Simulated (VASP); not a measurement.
Wanted: the native input for a VASP 6.6.1 run.

* Task: single point
* Functional: PBE
* Potentials or basis: VASP PAW PBE potentials, release 64 (Zn, S)
* Cutoff: 520 eV
* k mesh: 10 × 10 × 10
* Occupations: gaussian, width 0.05 eV
* Spin: no spin polarisation
* Dipole correction: no
* Further INCAR settings: ALGO = Normal; EDIFF = 1e-07; NBANDS = 16

The structure of ZnS lies in POSCAR:

```
ZnS
1.0
    1.4311214184      3.5778035460      3.5778035460
    3.5778035460      1.4311214184      3.5778035460
    3.5778035460      3.5778035460      1.4311214184
Zn S
1 1
Direct
    0.0000000000      0.0000000000      0.0000000000
    0.7500000000      0.7500000000      0.7500000000
```

This cell differs from its parent crystal: ratio of the length along [111] to the lengths across it x 2.0, volume and fractional coordinates fixed.

These files were run (other wordings do the same):

INCAR

```
SYSTEM = ZnS
PREC = Accurate
ENCUT = 520
EDIFF = 1E-7
ISMEAR = 0
SIGMA = 0.05
LREAL = .FALSE.
LASPH = .TRUE.
NELM = 60
ALGO = Normal
ISIF = 2
LWAVE = .FALSE.
LCHARG = .TRUE.
GGA = PE
LELF = .TRUE.
LVHAR = .TRUE.
NBANDS = 16
```

KPOINTS

```
Automatic mesh
0
G
  10 10 10
  0 0 0
```

Potentials or basis: VASP PAW PBE potentials, release 64 (Zn, S).

Run with:

```sh
$ cat potpaw_PBE.64/Zn/POTCAR potpaw_PBE.64/S/POTCAR > POTCAR
$ mpirun -np 1 vasp_std > vasp.out
```

It gave:

- Pressure: 24.3 GPa
- Largest force: 2.187 eV/Å
- Band gap on the k mesh: zero (band 9 reaches 4.23 eV, above the bottom of band 10 at 2.90 eV)

Caveat: forces of over 1 eV/Å act on the atoms, so gaps and moduli don't describe the material at rest.

It took 2.7 min on 1 thread of Intel Xeon 6975P-C, on a shared host, peak memory 0.27 GiB.
